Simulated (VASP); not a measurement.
Input of a VASP 6.6.1 run:

File POSCAR:

```
KBr
1.0
    0.0000000000      3.2925000000      3.2925000000
    3.2925000000      0.0000000000      3.2925000000
    3.2925000000      3.2925000000      0.0000000000
K Br
1 1
Direct
    0.0000000000      0.0000000000      0.0000000000
    0.5000000000      0.5000000000      0.5000000000
```

File INCAR.step1:

```
SYSTEM = KBr
  PREC = Accurate
  ENCUT = 520
  ISMEAR = 0
  SIGMA = 0.05
  LREAL = .FALSE.
  LASPH = .TRUE.
  NELM = 60
  NBANDS = 15
  GGA = PE
  ALGO = Normal
  EDIFF = 1E-4
  LWAVE = .TRUE.
  LCHARG = .FALSE.
```

INCAR.step2

```
SYSTEM = KBr
  PREC = Accurate
  ENCUT = 520
  EDIFF = 1E-7
  ISMEAR = 0
  SIGMA = 0.05
  LREAL = .FALSE.
  LASPH = .TRUE.
  NELM = 60
  ALGO = Normal
  ISIF = 2
  LWAVE = .FALSE.
  LCHARG = .FALSE.
  METAGGA = R2SCAN
  LMIXTAU = .TRUE.
  NBANDS = 15
  ISTART = 1
```

The input KPOINTS:

```
regular mesh
0
G
  6 6 6
  0 0 0
```

Potentials or basis: VASP PAW PBE potentials, release 64 (K_sv, Br).

Command:

```sh
$ cat potpaw_PBE.64/K_sv/POTCAR potpaw_PBE.64/Br/POTCAR > POTCAR
$ cp INCAR.step1 INCAR
$ mpirun -np 1 vasp_std > vasp.out
$ cp INCAR.step2 INCAR
$ mpirun -np 1 vasp_std > vasp.out
```

Problem. Predict the band gap on the k mesh.

Solution. 5.10 eV, direct.

Problem. What does it give for the pressure?

Solution. 0.2 GPa.

Caveat: the PAW data sets were made with another functional, which shifts forces and pressure a little. r2SCAN opens gaps a little over a GGA but as a rule still falls short of measured ones.
